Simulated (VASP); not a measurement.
# GaP (R-3m) in VASP: further runs

GaP is run at these levels: PBE, LDA, PBEsol; tasks: single point, relaxation of cell and atoms.

All numbers are computed with VASP 6.6.1; they aren't measurements. Logs are shortened: lines on timing, memory, paths and dates and some standing lists are left out, and cuts for length are marked.

### Step 1. The cell of the first run

The structure is trigonal, space group R-3m (No. 166). Conventional cell: a = 3.886 Å, b = 3.886 Å, c = 19.293 Å, α = 90.00°, β = 90.00°, γ = 120.00°. Ga (site symmetry 3m) has 3 P at 2.40 Å and 1 Ga at 2.49 Å within 3.2 Å. P (site symmetry 3m) has 1 P at 2.22 Å and 3 Ga at 2.40 Å within 2.9 Å.

### Step 2. Single point, PBE

File INCAR:

```
PREC = Accurate
ENCUT = 520
EDIFF = 1E-7
ISMEAR = 0
SIGMA = 0.02
LREAL = False
LASPH = True
NELM = 80
ALGO = Normal
ISIF = 2
LWAVE = False
LCHARG = True
GGA = PE
LELF = True
LVHAR = True
NBANDS = 26
```

File KPOINTS:

```
Automatic mesh
0
Gamma
  6 6 6
```

File POSCAR:

```
GaP
1.0
    1.9429989696      1.1217909782      6.4309081788
   -1.9429989696      1.1217909782      6.4309081788
    0.0000000000     -2.2435819563      6.4309081788
Ga P
2 2
Direct
    0.4355608527      0.4355608527      0.4355608527
    0.5644391473      0.5644391473      0.5644391473
    0.0575323447      0.0575323447      0.0575323447
    0.9424676553      0.9424676553      0.9424676553
```

Potentials or basis: VASP PAW PBE potentials, release 64 (Ga_d, P).

Started as:

```console
$ cat potpaw_PBE.64/Ga_d/POTCAR potpaw_PBE.64/P/POTCAR > POTCAR
$ mpirun -np 1 vasp_std > vasp.out
```

OUTCAR:

```text
PREC = Accurate
   ENCUT = 520
   EDIFF = 1E-7
   ISMEAR = 0
   LREAL = False
   LASPH = True
   NELM = 80
   ISIF = 2
   GGA = PE

 ion  position               nearest neighbor table
   1  0.436  0.436  0.436-   3 2.40   3 2.40   3 2.40   2 2.49
   2  0.564  0.564  0.564-   4 2.40   4 2.40   4 2.40   1 2.49
   3  0.058  0.058  0.058-   4 2.22   1 2.40   1 2.40   1 2.40
   4  0.942  0.942  0.942-   3 2.22   2 2.40   2 2.40   2 2.40

  LATTYP: Found a trigonal (rhomboedric) cell.
 ALAT       =     6.8110380999
 COS(alpha) =     0.8372396868

  Lattice vectors:

 A1 = (   1.9429989696,   1.1217909782,   6.4309081788)
 A2 = (  -1.9429989696,   1.1217909782,   6.4309081788)
 A3 = (   0.0000000000,  -2.2435819563,   6.4309081788)

Analysis of symmetry for initial positions (statically):
=====================================================================
 Subroutine PRICEL returns:
 Original cell was already a primitive cell.

 Routine SETGRP: Setting up the symmetry group for a
 trigonal (rhombohedral) supercell.

 Subroutine GETGRP returns: Found 12 space group operations
 (whereof 12 operations were pure point group operations)
 out of a pool of 12 trial point group operations.

The static configuration has the point symmetry D_3d.

Analysis of symmetry for dynamics (positions and initial velocities):
=====================================================================
 Subroutine PRICEL returns:
 Original cell was already a primitive cell.

 Routine SETGRP: Setting up the symmetry group for a
 trigonal (rhombohedral) supercell.

 Subroutine GETGRP returns: Found 12 space group operations
 (whereof 12 operations were pure point group operations)
 out of a pool of 12 trial point group operations.

The dynamic configuration has the point symmetry D_3d.

 Subroutine INISYM returns: Found 12 space group operations
 (whereof 12 operations are pure point group operations),
 and found     1 'primitive' translations

----------------------------------------------------------------------------------------

                                     Primitive cell

  volume of cell :      84.1023

  direct lattice vectors                    reciprocal lattice vectors
     1.942998970  1.121790978  6.430908179     0.257334156  0.148571944  0.051833011
    -1.942998970  1.121790978  6.430908179    -0.257334156  0.148571944  0.051833011
     0.000000000 -2.243581956  6.430908179     0.000000000 -0.297143888  0.051833011

  length of vectors
     6.811038100  6.811038100  6.811038100     0.301630820  0.301630820  0.301630820

  position of ions in fractional coordinates (direct lattice)
     0.435560853  0.435560853  0.435560853
     0.564439147  0.564439147  0.564439147
     0.057532345  0.057532345  0.057532345
     0.942467655  0.942467655  0.942467655

  ion indices of the primitive-cell ions
   primitive index   ion index
                 1           1
                 2           2
                 3           3
                 4           4

----------------------------------------------------------------------------------------

 KPOINTS: Automatic mesh

Automatic generation of k-mesh.
 Grid dimensions read from file:
 generate k-points for:    6    6    6

 Generating k-lattice:

  Cartesian coordinates                     Fractional coordinates (reciprocal lattice)
     0.042889026  0.024761991  0.008638835     0.166666667  0.000000000  0.000000000
    -0.042889026  0.024761991  0.008638835     0.000000000  0.166666667  0.000000000
     0.000000000 -0.049523981  0.008638835    -0.000000000 -0.000000000  0.166666667

  Length of vectors
     0.050271803  0.050271803  0.050271803

  Shift w.r.t. Gamma in fractional coordinates (k-lattice)
     0.000000000  0.000000000  0.000000000

 Subroutine IBZKPT returns following result:
 ===========================================

 Found     32 irreducible k-points:

 Following reciprocal coordinates:
            Coordinates               Weight
  0.000000  0.000000  0.000000      1.000000
  0.166667  0.000000  0.000000      6.000000
  0.333333  0.000000 -0.000000      6.000000
  0.500000  0.000000  0.000000      3.000000
  0.166667  0.166667  0.000000      6.000000
  0.333333  0.166667  0.000000     12.000000
[... 16 lines left out ...]
  0.500000  0.500000  0.166667      6.000000
 -0.333333  0.500000  0.166667     12.000000
 [... further k-points ...]
   k-points           NKPTS =     32   k-points in BZ     NKDIM =     32   number of bands    NBANDS=     26
   number of dos      NEDOS =    301   number of ions     NIONS =      4
   total plane-waves  NPLWV = 157464
   dimension x,y,z NGX =    54 NGY =   54 NGZ =   54
   dimension x,y,z NGXF=   108 NGYF=  108 NGZF=  108
   ions per type =               2   2
   NGX,Y,Z   is equivalent  to a cutoff of  13.18, 13.18, 13.18 a.u.
   NGXF,Y,Z  is equivalent  to a cutoff of  26.36, 26.36, 26.36 a.u.
 SYSTEM =  unknown system
[... 34 lines left out ...]
   GGA     = PE    functional components
   LHFCALC =     F    Hartree Fock is set to
   AEXX    =    0.0000 exact exchange contribution
   IVDW    =     0    specifies the selected vdW correction
   LEPSILON=     F    determine dielectric tensor
   LRPA    =     F    only Hartree local field effects (RPA)
 non-spin polarized calculation
 Gauss-broadening in eV      SIGMA  =   0.02
  energy-cutoff  :      520.00
  volume of cell :       84.10
 maximum number of plane-waves:      2282
 NGX is ok and might be reduce to    54
   NGX = 25   NGY = 25   NGZ = 25

 number of electron      36.0000007 magnetization

 Free energy of the ion-electron system (eV)
  ---------------------------------------------------
  ext. energy  EPLUGINS =         0.00000000
  ---------------------------------------------------
  free energy    TOTEN  =       -17.72360826 eV

  energy without entropy =      -17.72360826  energy(sigma->0) =      -17.72360826

 E-fermi :   4.7157     XC(G=0):  -9.6656

 val. band max:        4.6167245093   @ k =   0.0000   0.0000   0.0000
 cond. band min:       5.4341815658   @ k =   0.5000   0.5000  -0.0000
 fundamental gap:      0.8174570565
 Fermi energy:         4.7157179035

 k-point     1 :       0.0000    0.0000    0.0000
  band No.  band energies     occupation
      1     -10.1488      2.00000
      2     -10.0197      2.00000
      3     -10.0197      2.00000
      4     -10.0043      2.00000
      5     -10.0043      2.00000
      6      -9.9533      2.00000
[... 18 lines left out ...]
     25       9.0323      0.00000
     26      12.6953      0.00000

 k-point     2 :       0.1667    0.0000    0.0000
  band No.  band energies     occupation
      1     -10.1433      2.00000
      2     -10.0497      2.00000
      3     -10.0189      2.00000
      4     -10.0171      2.00000
      5      -9.9933      2.00000
      6      -9.9582      2.00000
[... 18 lines left out ...]
     25       9.9184      0.00000
     26      12.2502      0.00000

 k-point     3 :       0.3333    0.0000   -0.0000
  band No.  band energies     occupation
      1     -10.1347      2.00000
      2     -10.0992      2.00000
      3     -10.0414      2.00000
      4     -10.0141      2.00000
      5      -9.9715      2.00000
      6      -9.9685      2.00000
[... 18 lines left out ...]
     25      11.4214      0.00000
     26      11.7260      0.00000

 k-point     4 :       0.5000    0.0000    0.0000
  band No.  band energies     occupation
      1     -10.1301      2.00000
      2     -10.1223      2.00000
      3     -10.0497      2.00000
      4     -10.0134      2.00000
      5      -9.9739      2.00000
      6      -9.9606      2.00000
[... 18 lines left out ...]
     25      11.0938      0.00000
     26      11.2854      0.00000
[... 496 lines left out ...]
      1     -10.1303      2.00000
      2     -10.1017      2.00000
      3     -10.0589      2.00000
      4     -10.0132      2.00000
      5      -9.9835      2.00000
      6      -9.9532      2.00000
[... 18 lines left out ...]
     25      11.7674      0.00000
     26      12.2184      0.00000

 k-point    23 :       0.5000    0.5000    0.1667
  band No.  band energies     occupation
      1     -10.1312      2.00000
      2     -10.0809      2.00000
      3     -10.0555      2.00000
      4     -10.0177      2.00000
      5      -9.9712      2.00000
      6      -9.9690      2.00000
[... 18 lines left out ...]
     25      12.3282      0.00000
     26      12.7381      0.00000

 k-point    24 :      -0.3333    0.5000    0.1667
  band No.  band energies     occupation
      1     -10.1233      2.00000
      2     -10.1012      2.00000
      3     -10.0634      2.00000
      4     -10.0136      2.00000
      5      -9.9840      2.00000
      6      -9.9533      2.00000
[... 18 lines left out ...]
     25      12.3737      0.00000
     26      12.4674      0.00000

 [... further k-points ...]

------------------------ aborting loop because EDIFF is reached ----------------------------------------

  FORCE on cell =-STRESS in cart. coord.  units (eV):
  Direction    XX          YY          ZZ          XY          YZ          ZX
  --------------------------------------------------------------------------------------
  -------------------------------------------------------------------------------------
  Total        0.0021458      0.0021458     -0.0304958      0.0000000     -0.0000000     -0.0000000
  in kB        0.0408776      0.0408776     -0.5809555      0.0000000     -0.0000000     -0.0000000
  external PRESSURE =      -0.1664001 kB  Pullay stress =       0.0000000 kB

 VOLUME and BASIS-vectors are now :
 -----------------------------------------------------------------------------
  energy-cutoff  :      520.00
  volume of cell :       84.10
      direct lattice vectors                 reciprocal lattice vectors
     1.942998970  1.121790978  6.430908179     0.257334156  0.148571944  0.051833011
    -1.942998970  1.121790978  6.430908179    -0.257334156  0.148571944  0.051833011
     0.000000000 -2.243581956  6.430908179     0.000000000 -0.297143888  0.051833011

 POSITION                                       TOTAL-FORCE (eV/Angst)
 -----------------------------------------------------------------------------------
      0.00000      0.00000      8.40316         0.000000     -0.000000     -0.002981
      0.00000      0.00000     10.88957         0.000000      0.000000      0.002981
      0.00000      0.00000      1.10996         0.000000     -0.000000     -0.033502
      0.00000      0.00000     18.18277         0.000000      0.000000      0.033502
 -----------------------------------------------------------------------------------
    total drift:                               -0.000000     -0.000000      0.000000

  FREE ENERGIE OF THE ION-ELECTRON SYSTEM (eV)
  ---------------------------------------------------
  free  energy   TOTEN  =       -17.7236082584 eV

  energy  without entropy=      -17.7236082584  energy(sigma->0) =      -17.72360826
```

Wall time 4.7 min (1 thread of Intel Xeon Platinum 8259CL at 2.50GHz (Skylake/Cascade Lake), shared host); peak memory 0.37 GiB.

What came out:

| Item | Value |
| --- | --- |
| Free energy | -17.7236 eV |
| Pressure | 0.0 GPa |
| Largest force | 0.034 eV/Å |
| Band gap on the k mesh | 0.82 eV (least direct gap 1.15 eV) |

Forces on the atoms (eV/Å):
```
Ga   0.000  0.000 -0.003
Ga   0.000  0.000  0.003
P    0.000  0.000 -0.034
P    0.000  0.000  0.034
```

A k mesh can miss the band edges.

### Step 3. Relaxation of cell and atoms, PBE

File INCAR:

```
ALGO     = Normal         # electronic algorithm
EDIFF    = 1E-6           # SCF threshold, eV
EDIFFG   = -0.01          # ionic threshold
ENCUT    = 600            # plane-wave cutoff, eV
GGA      = PE             # functional
IBRION   = 2              # ionic algorithm
ISIF     = 3              # what is computed and relaxed
ISMEAR   = 0              # smearing method
LASPH    = True           # aspherical terms in the spheres
LCHARG   = False          # write CHGCAR
LREAL    = False          # projectors in reciprocal space
LWAVE    = False          # write WAVECAR
NELM     = 100            # most SCF steps
NSW      = 80             # ionic steps
PREC     = Accurate       # precision mode
SIGMA    = 0.02           # smearing width, eV
```

File KPOINTS:

```
k-points
0
Gamma
  6 6 6
```

File POSCAR:

```
GaP
1.0
    1.9430151755      1.1218003346      6.4308101003
   -1.9430151755      1.1218003346      6.4308101003
    0.0000000000     -2.2436006692      6.4308101003
Ga P
2 2
Direct
    0.4353720000      0.4353720000      0.4353720000
    0.5646280000      0.5646280000      0.5646280000
    0.0573890000      0.0573890000      0.0573890000
    0.9426110000      0.9426110000      0.9426110000
```

Potentials or basis: VASP PAW PBE potentials, release 64 (Ga_d, P).

Started as:

```console
$ cat potpaw_PBE.64/Ga_d/POTCAR potpaw_PBE.64/P/POTCAR > POTCAR
$ mpirun -np 1 vasp_std > vasp.out
```

Wall time 5.6 min (1 thread of Intel Xeon Platinum 8259CL at 2.50GHz (Skylake/Cascade Lake), shared host); peak memory 0.41 GiB.

The run converged. Its results:

```
Free energy                  : -17.7235 eV
Energy gained by relaxing    : 0.0 meV/atom
Ionic steps                  : 3
Pressure after relaxing      : 0.0 GPa
Largest force after relaxing : 0.004 eV/Å
Band gap on the k mesh       : 0.82 eV (least direct gap 1.14 eV)
```

Forces on the atoms (eV/Å):
```
Ga   0.000  0.000 -0.001
Ga   0.000  0.000  0.001
P    0.000  0.000  0.004
P    0.000  0.000 -0.004
```

The path:
| step | energy change (eV) | largest force (eV/Å) | pressure (GPa) | volume (Å³) |
| --- | --- | --- | --- | --- |
| 1 | 0.0000 | 0.0499 | 0.00 | 84.10 |
| 2 | -0.0002 | 0.0105 | 0.00 | 84.11 |
| 3 | -0.0002 | 0.0037 | -0.02 | 84.11 |

Final structure:
```yaml
crystal:
  lattice:
    - [1.94301, 1.12180, 6.43115]
    - [-1.94301, 1.12180, 6.43115]
    - [0.00000, -2.24360, 6.43115]
  atoms:
    - { symbol: Ga, position: [0.43553, 0.43553, 0.43553] }
    - { symbol: Ga, position: [0.56447, 0.56447, 0.56447] }
    - { symbol: P, position: [0.05744, 0.05744, 0.05744] }
    - { symbol: P, position: [0.94256, 0.94256, 0.94256] }
```

Levels at points of the mesh, in eV from the valence-band top:
| k point | band 16 | band 17 | band 18 | band 19 | band 20 | band 21 |
| --- | --- | --- | --- | --- | --- | --- |
| (0.00, 0.00, 0.00) | -0.27 | 0.00 | 0.00 | 1.14 | 1.49 | 2.75 |
| (0.50, 0.00, 0.00) | -2.82 | -2.66 | -1.74 | 1.64 | 2.71 | 3.62 |
| (0.50, 0.50, 0.00) | -3.08 | -1.20 | -0.51 | 0.82 | 1.51 | 1.53 |
| (0.50, 0.50, 0.50) | -1.70 | -0.25 | -0.25 | 1.13 | 2.35 | 3.85 |

A k mesh can miss the band edges.

### Step 4. Single point, LDA

This run uses another cell than the first one, of 19.64 Å³/atom.

File INCAR:

```
SYSTEM = GaP
PREC = Accurate
ENCUT = 520
EDIFF = 1E-7
ISMEAR = 0
SIGMA = 0.02
LREAL = .False.
LASPH = .True.
NELM = 80
ALGO = Normal
ISIF = 2
LWAVE = .False.
LCHARG = .True.
LELF = .True.
LVHAR = .True.
NBANDS = 26
```

File KPOINTS:

```
Automatic mesh
0
Gamma
  12 12 12
  0 0 0
```

File POSCAR:

```
GaP
1.0
    1.8976546917      1.0956114471      6.2980790966
   -1.8976546917      1.0956114471      6.2980790966
    0.0000000000     -2.1912228942      6.2980790966
Ga P
2 2
Direct
    0.4359601587      0.4359601587      0.4359601587
    0.5640398413      0.5640398413      0.5640398413
    0.0580480057      0.0580480057      0.0580480057
    0.9419519943      0.9419519943      0.9419519943
```

Potentials or basis: VASP PAW LDA potentials, release 64 (Ga_d, P).

Started as:

```console
$ cat potpaw_LDA.64/Ga_d/POTCAR potpaw_LDA.64/P/POTCAR > POTCAR
$ mpirun -np 1 vasp_std > vasp.out
```

Wall time 17 min (1 thread of Intel Xeon Platinum 8259CL at 2.50GHz (Skylake/Cascade Lake), shared host); peak memory 0.5 GiB.

The run converged. Its results:

```yaml
Free_energy: -20.4083 eV
Pressure: 0.1 GPa
Largest_force: 0.039 eV/Å
Band_gap_on_the_k_mesh: 0.66 eV (least direct gap 1.16 eV)
```

Forces in eV/Å, atoms in the order of the input:
```
Ga   0.000  0.000 -0.003
Ga   0.000  0.000  0.003
P    0.000  0.000 -0.039
P    0.000  0.000  0.039
```

Levels at points of the mesh, in eV from the valence-band top:
```tsv
k point	band 15	band 16	band 17	band 18	band 19	band 20	band 21	band 22
(0.00, 0.00, 0.00)	-1.84	-0.24	0.00	0.00	1.16	1.87	2.72	3.62
(0.50, 0.00, 0.00)	-4.74	-2.97	-2.91	-1.93	1.51	2.56	3.64	4.44
(0.50, 0.50, 0.00)	-4.00	-3.29	-1.32	-0.61	0.66	1.27	1.57	3.93
(0.50, 0.50, 0.50)	-1.73	-1.73	-0.29	-0.29	1.20	2.48	3.81	3.81
```

### Step 5. Single point, PBEsol

This run uses another cell than the first one, of 20.19 Å³/atom.

File INCAR:

```
SYSTEM = GaP
  PREC = Accurate
  ENCUT = 520
  EDIFF = 1E-7
  ISMEAR = 0
  SIGMA = 0.02
  LREAL = .FALSE.
  LASPH = .TRUE.
  NELM = 60
  ALGO = Normal
  ISIF = 2
  LWAVE = .FALSE.
  LCHARG = .TRUE.
  GGA = PS
  LELF = .TRUE.
  LVHAR = .TRUE.
  NBANDS = 26
```

File KPOINTS:

```
regular mesh
0
G
  12 12 12
  0 0 0
```

File POSCAR:

```
GaP
1.0
    1.9146854442      1.1054441566      6.3584509120
   -1.9146854442      1.1054441566      6.3584509120
    0.0000000000     -2.2108883133      6.3584509120
Ga P
2 2
Direct
    0.4358004084      0.4358004084      0.4358004084
    0.5641995916      0.5641995916      0.5641995916
    0.0577951085      0.0577951085      0.0577951085
    0.9422048915      0.9422048915      0.9422048915
```

Potentials or basis: VASP PAW PBE potentials, release 64 (Ga_d, P).

Started as:

```console
$ cat potpaw_PBE.64/Ga_d/POTCAR potpaw_PBE.64/P/POTCAR > POTCAR
$ mpirun -np 1 vasp_std > vasp.out
```

It took 17 min on 1 thread of Intel Xeon Platinum 8259CL at 2.50GHz (Skylake/Cascade Lake), shared host; peak memory 0.57 GiB.

Results (log left out):

```yaml
Free_energy: -19.3350 eV
Pressure: 0.0 GPa
Largest_force: 0.010 eV/Å
Band_gap_on_the_k_mesh: 0.69 eV (least direct gap 1.15 eV)
```

Forces on the atoms (eV/Å):
```
Ga   0.000  0.000  0.003
Ga   0.000  0.000 -0.003
P    0.000  0.000 -0.010
P    0.000  0.000  0.010
```

Levels at points of the mesh, in eV from the valence-band top:
```csv
k point,band 16,band 17,band 18,band 19,band 20,band 21
"(0.00, 0.00, 0.00)",-0.25,0.00,0.00,1.15,1.75,2.72
"(0.50, 0.00, 0.00)",-2.92,-2.83,-1.86,1.53,2.59,3.61
"(0.50, 0.50, 0.00)",-3.22,-1.28,-0.58,0.69,1.34,1.55
"(0.50, 0.50, 0.50)",-1.72,-0.27,-0.27,1.18,2.44,3.82
```

Caveat: the PAW data sets were made with another functional, which shifts forces and pressure a little. A k mesh can miss the band edges.

### Step 6. The runs side by side

```csv
task,level,potentials or basis,cell,k mesh,cutoff (eV),gap on the mesh (eV),pressure (GPa),largest force (eV/Å)
single point,PBE,"VASP PAW PBE potentials, release 64 (Ga_d, P)","a = 6.811 Å, angles 33.2°, 4 atoms, atomic positions A",6 × 6 × 6,520,0.82,0.0,0.03
relaxation of cell and atoms,PBE,"VASP PAW PBE potentials, release 64 (Ga_d, P)","relaxed from a = 6.811 Å, angles 33.2°, 4 atoms, atomic positions A",6 × 6 × 6,600,0.82,0.0,-
single point,LDA,"VASP PAW LDA potentials, release 64 (Ga_d, P)","a = 6.668 Å, angles 33.1°, 4 atoms, atomic positions B",12 × 12 × 12,520,0.66,0.1,0.04
single point,PBEsol,"VASP PAW PBE potentials, release 64 (Ga_d, P)","a = 6.732 Å, angles 33.0°, 4 atoms, atomic positions A",12 × 12 × 12,520,0.69,0.0,0.01
```

Alike in all rows: no spin polarisation; smearing gaussian 0.02 eV.

Caveats: the PAW data sets were made with another functional, which shifts forces and pressure a little (at least some runs).

Absolute energies hang on the potentials; compare differences alone.
